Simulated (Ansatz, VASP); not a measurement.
## SbP in VASP and in Ansatz

INCAR

```
PREC = Accurate
ENCUT = 520
EDIFF = 1E-6
ISMEAR = -1
SIGMA = 0.08
LREAL = F
LASPH = T
NELM = 80
ALGO = Normal
ISIF = 2
LWAVE = F
LCHARG = F
GGA = PS
NBANDS = 12
```

File KPOINTS:

```
regular mesh
0
Gamma
  11 11 11
```

Contents of POSCAR:

```
SbP
1.0
    0.0000000000      2.9949293232      2.9949293232
    2.9949293232      0.0000000000      2.9949293232
    2.9949293232      2.9949293232      0.0000000000
Sb P
1 1
Direct
    0.0000000000      0.0000000000      0.0000000000
    0.2500000000      0.2500000000      0.2500000000
```

Input for Ansatz:

```yaml
crystal:
  lattice:
    - [0.0, 2.9949293232, 2.9949293232]
    - [2.9949293232, 0.0, 2.9949293232]
    - [2.9949293232, 2.9949293232, 0.0]
  atoms:
    - { symbol: Sb, position: [0.0, 0.0, 0.0] }
    - { symbol: P, position: [0.25, 0.25, 0.25] }
kpoints:
  mp_grid: { grid: [11, 11, 11] }
scf:
  occupations: { method: fermi_dirac, width: 0.08 }
hamiltonian:
  xc: pbesol
  pseudopotentials: { kind: all_electron, lapw: { basis_error: 0.001 } }
output:
  forces: true
  stress: true
  eigenvalues: true
  populations: true
```

Change from the starting cell: volume scaled by 0.9, LAPW.

Alike in both runs: task single point; functional PBEsol; k mesh 11 × 11 × 11; occupations fermi-dirac, width 0.08 eV; no spin polarisation.

```csv
,VASP,Ansatz
version,VASP 6.6.1,Ansatz 0.2.0
potentials or method,"VASP PAW PBE potentials, release 64 (Sb, P), cutoff 520 eV","all-electron LAPW, scalar-relativistic"
```

|  | VASP | Ansatz | Ansatz less VASP |
| --- | --- | --- | --- |
| pressure (GPa) | 6.2 | 5.9 | -0.26 |

VASP's potentials were made for PBE, not for PBEsol. Ansatz ran all-electron here, and VASP with PAW potentials.

Neither program's run includes spin-orbit coupling.
